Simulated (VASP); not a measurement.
Write the native input for VASP 6.6.1 that does the following.

| Item | Value |
| --- | --- |
| Task | single point |
| Functional | LDA |
| Potentials or basis | VASP PAW LDA potentials, release 64 (Ta_pv, H) |
| Cutoff | 520 eV |
| k mesh | 6 × 6 × 1 |
| Occupations | gaussian, width 0.1 eV |
| Spin | no spin polarisation |
| Dipole correction | yes |
| Further INCAR settings | ALGO = Normal; EDIFF = 1e-07; NBANDS = 44 |

The structure of Ta3H lies in POSCAR:

```
Ta3H
1.0
    4.6002247492      0.0000000000      0.0000000000
   -2.3001123746      3.9839114959      0.0000000000
    0.0000000000      0.0000000000     22.4017722044
Ta H
6 2
Direct
    0.6666666667      0.3333333333      0.1785573018
    0.3333333333      0.6666666667      0.2204743848
    0.0000000000      0.0000000000      0.2623914678
    0.6666666667      0.3333333333      0.3016814391
    0.3333333333      0.6666666667      0.3385386112
    0.0000000000      0.0000000000      0.3750494438
    0.2626846112      0.6666666667      0.4911116899
    0.4039820555      0.6666666667      0.4911116899
```

The input as run:

INCAR

```
SYSTEM = Ta3H
  PREC = Accurate
  ENCUT = 520
  EDIFF = 1E-7
  ISMEAR = 0
  SIGMA = 0.1
  LREAL = .False.
  LASPH = .True.
  NELM = 60
  ALGO = Normal
  ISIF = 2
  LWAVE = .False.
  LCHARG = .False.
  LDIPOL = .True.
  IDIPOL = 3
  DIPOL = 0.5 0.5 0.332
  GGA = CA
  NBANDS = 44
```

KPOINTS

```
Automatic mesh
0
Gamma
  6 6 1
  0 0 0
```

Potentials or basis: VASP PAW LDA potentials, release 64 (Ta_pv, H).

Run with:

```bash
$ cat potpaw_LDA.64/Ta_pv/POTCAR potpaw_LDA.64/H/POTCAR > POTCAR
$ mpirun -np 1 vasp_std > vasp.out
```

Results of the run:

```yaml
Largest_force: 5.671 eV/Å
```

It took 4.9 min on 1 thread of Intel(R) Xeon(R) 6975P-C (Granite Rapids), with other jobs on the host, peak memory 0.47 GiB.
